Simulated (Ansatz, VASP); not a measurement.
**Ru in VASP and in Ansatz**

```
CELL_PARAMETERS angstrom
2.67522 0.00000 0.00000
0.00000 4.22445 0.00000
0.00000 0.00000 21.40590
ATOMIC_POSITIONS crystal
Ru 0.75000 0.75000 0.37982
Ru 0.25000 0.25000 0.40940
Ru 0.25000 0.75000 0.48305
Ru 0.75000 0.25000 0.51695
Ru 0.75000 0.75000 0.59060
Ru 0.25000 0.25000 0.62018
```

Alike in both runs: functional LDA; k mesh 14 × 9 × 1; occupations fermi-dirac, width 0.1 eV; no spin polarisation.

Ansatz relaxed the structure, and its values are those at the end. VASP's run is a single point on that final structure, the one shown.

|  | VASP | Ansatz |
| --- | --- | --- |
| version | VASP 6.6.1 | Ansatz 0.2.0 |
| potentials or method | VASP PAW LDA potentials, release 64 (Ru_pv) | PAW with Ansatz's default frozen-core files, scalar-relativistic |
| plane-wave cutoff (eV) | 520 | 420 |
| valence electrons in the cell | 84 | 96 |

```tsv
	VASP	Ansatz	Ansatz less VASP
rms of the force components (eV/Å)	0.024	0.001	-0.0234
```

LDA's correlation is that of Perdew and Zunger in VASP and of Perdew and Wang (1992) in Ansatz. VASP's potentials hold 84 valence electrons a cell and Ansatz's 96, so a difference there can come from the potentials and not from the codes. Ansatz's warnings: stress scf threshold loose, xc potential rough in thin density.
